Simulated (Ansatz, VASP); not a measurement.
**One calculation of C, two programs**

```
C
1.0
     0.00000    1.78014    1.78014
     1.78014    0.00000    1.78014
     1.78014    1.78014    0.00000
C
2
Direct
  0.00000 0.00000 0.00000
  0.25000 0.25000 0.25000
```

Alike in both runs: functional r2SCAN; k mesh 10 × 10 × 10; no spin polarisation.

Ansatz relaxed the structure, and its values are those at the end. VASP's run is a single point on that final structure, the one shown.

|  | VASP | Ansatz |
| --- | --- | --- |
| version | VASP 6.6.1 | Ansatz 0.2.0 |
| potentials or method | VASP PAW PBE potentials, release 64 (C_h) | scalar-relativistic, plane waves, PAW |
| plane-wave cutoff (eV) | 1430 | 500 |
| occupations | gaussian, width 0.01 eV | fixed |
| valence electrons in the cell | 8 | 8 |

```tsv
	VASP	Ansatz	Ansatz less VASP
gap on the k mesh at the Fermi level (eV)	4.41	4.41	-0.002
least direct gap on the mesh (eV)	5.89	5.90	+0.001
pressure (GPa)	-0.6	0.0	+0.63
```

VASP's potentials were made for PBE, not for r2SCAN.
